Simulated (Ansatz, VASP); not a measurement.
One calculation of NaCl, two programs

File POSCAR:

```
NaCl
1.0
    0.0000000000      2.8027319616      2.8027319616
    2.8027319616      0.0000000000      2.8027319616
    2.8027319616      2.8027319616      0.0000000000
Na Cl
1 1
Direct
    0.0000000000      0.0000000000      0.0000000000
    0.5000000000      0.5000000000      0.5000000000
```

INCAR.step1

```
PREC     = Accurate       # precision mode
ENCUT    = 520            # plane-wave cutoff, eV
ISMEAR   = 0              # smearing method
SIGMA    = 0.05           # smearing width, eV
LREAL    = False          # projectors in reciprocal space
LASPH    = True           # aspherical terms in the spheres
NELM     = 100            # most SCF steps
NBANDS   = 14             # bands
GGA      = PE             # functional
ALGO     = Normal         # electronic algorithm
EDIFF    = 1E-4           # SCF threshold, eV
LWAVE    = True           # write WAVECAR
LCHARG   = False          # write CHGCAR
```

File INCAR.step2:

```
PREC     = Accurate       # precision mode
ENCUT    = 520            # plane-wave cutoff, eV
EDIFF    = 1E-6           # SCF threshold, eV
ISMEAR   = 0              # smearing method
SIGMA    = 0.05           # smearing width, eV
LREAL    = False          # projectors in reciprocal space
LASPH    = True           # aspherical terms in the spheres
NELM     = 100            # most SCF steps
ALGO     = Normal         # electronic algorithm
ISIF     = 2              # what is computed and relaxed
LWAVE    = False          # write WAVECAR
LCHARG   = False          # write CHGCAR
METAGGA  = R2SCAN         # meta-GGA
LMIXTAU  = True         
NBANDS   = 14             # bands
ISTART   = 1
```

Contents of KPOINTS:

```
Automatic mesh
0
Gamma
  6 6 6
```

Input for Ansatz:

```yaml
crystal:
  lattice:
    - [0.0, 2.8027319616, 2.8027319616]
    - [2.8027319616, 0.0, 2.8027319616]
    - [2.8027319616, 2.8027319616, 0.0]
  atoms:
    - { symbol: Na, position: [0.0, 0.0, 0.0] }
    - { symbol: Cl, position: [0.5, 0.5, 0.5] }
kpoints:
  mp_grid: { grid: [6, 6, 6] }
hamiltonian:
  xc: r2scan
scf:
  occupations: { method: gaussian, width: 0.05 }
  n_extra_bands: 4
output:
  forces: true
  stress: true
  eigenvalues: true
```

Alike in both runs: task single point; functional r2SCAN; k mesh 6 × 6 × 6; occupations gaussian, width 0.05 eV; no spin polarisation.

```csv
,VASP,Ansatz
version,VASP 6.6.1,Ansatz 0.2.0
potentials or method,"VASP PAW PBE potentials, release 64 (Na_pv, Cl)",plane waves
plane-wave cutoff (eV),520,500
valence electrons in the cell,14,16
```

```csv
,VASP,Ansatz,Ansatz less VASP
gap on the k mesh at the Fermi level (eV),6.00,5.98,-0.023
pressure (GPa),-0.1,0.0,+0.19
```

VASP's potentials were made for PBE, not for r2SCAN. VASP's potentials hold 14 valence electrons a cell and Ansatz's 16, so a difference there can come from the potentials and not from the codes.
